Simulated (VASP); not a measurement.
Mg4Te3S, 32 atoms in the cell. The typed cell holds 32 atoms: a = 9.008 Å, b = 9.074 Å, c = 12.630 Å, α = 90.00°, β = 90.00°, γ = 90.00°. 

- Program: VASP 6.6.1
- Task: single point
- Functional: PBEsol
- Potentials or basis: VASP PAW PBE potentials, release 64 (Mg, Te, S)
- Cutoff: 520 eV
- k mesh: 1 × 1 × 1
- Occupations: fermi-dirac, width 0.05 eV
- Spin: no spin polarisation
- Dipole correction: no
- Further INCAR settings: LREAL = Auto; ALGO = Normal; EDIFF = 1e-06; NBANDS = 86

Potentials or basis: VASP PAW PBE potentials, release 64 (Mg, Te, S).

Run with:

```console
$ cat potpaw_PBE.64/Mg/POTCAR potpaw_PBE.64/Te/POTCAR potpaw_PBE.64/S/POTCAR > POTCAR
$ mpirun -np 1 vasp_gam > vasp.out
```

Hardware: 1 thread of Intel(R) Xeon(R) 6975P-C (Granite Rapids), on a shared host.

Q: Estimate the wall time of this run.

A: Wall time 2.4 min on 1 thread of Intel(R) Xeon(R) 6975P-C (Granite Rapids) (shared host), peak memory 0.89 GiB. Counts: scf iterations 18, k points 1.
